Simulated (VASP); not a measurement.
Set up this calculation in VASP 6.6.1, as the native input.

| Item | Value |
| --- | --- |
| Task | single point |
| Functional | r2SCAN |
| Dispersion | D3(BJ) |
| Potentials or basis | VASP PAW PBE potentials, release 64 (Al) |
| Cutoff | 520 eV |
| k mesh | 9 × 9 × 9 |
| Occupations | fermi-dirac, width 0.1 eV |
| Spin | no spin polarisation |
| Dipole correction | no |
| Further INCAR settings | ALGO = Normal; EDIFF = 1e-07; NBANDS = 8 |

Al:

```xyz
1
Lattice="0.0000 1.9858 1.9858 1.9858 0.0000 1.9858 1.9858 1.9858 0.0000" Properties=species:S:1:pos:R:3 pbc="T T T"
Al    0.0000    0.0000    0.0000
```

These files were run (other wordings do the same):

POSCAR

```
Al
1.0
    0.0000000000      1.9857800657      1.9857800657
    1.9857800657      0.0000000000      1.9857800657
    1.9857800657      1.9857800657      0.0000000000
Al
1
Direct
    0.0000000000      0.0000000000      0.0000000000
```

INCAR.step1

```
ALGO = Normal
EDIFF = 1E-4
ENCUT = 520
GGA = PE
ISMEAR = -1
LASPH = True
LCHARG = False
LREAL = False
LWAVE = True
NBANDS = 8
NELM = 60
PREC = Accurate
SIGMA = 0.1
```

INCAR.step2

```
ALGO = Normal
EDIFF = 1E-7
ENCUT = 520
ISIF = 2
ISMEAR = -1
ISTART = 1
IVDW = 12
LASPH = True
LCHARG = False
LMIXTAU = True
LREAL = False
LWAVE = False
METAGGA = R2SCAN
NBANDS = 8
NELM = 60
PREC = Accurate
SIGMA = 0.1
VDW_A1 = 0.49484001
VDW_A2 = 5.73083694
VDW_S6 = 1.0
VDW_S8 = 0.78981345
```

KPOINTS

```
k-points
0
Gamma
  9 9 9
```

Potentials or basis: VASP PAW PBE potentials, release 64 (Al).

Run with:

```bash
$ cat potpaw_PBE.64/Al/POTCAR > POTCAR
$ cp INCAR.step1 INCAR
$ mpirun -np 1 vasp_std > vasp.out
$ cp INCAR.step2 INCAR
$ mpirun -np 1 vasp_std > vasp.out
```

Results of the run:

| Item | Value |
| --- | --- |
| Pressure | -0.3 GPa |
| Dispersion energy per atom | -0.168 eV |

Caveat: the PAW data sets were made with another functional, which shifts forces and pressure a little; pairwise dispersion overbinds metals, which lowers pressure and volume.

Wall time 14 s on 1 thread of Intel(R) Xeon(R) 6975P-C (Granite Rapids) (shared host), peak memory 0.14 GiB.
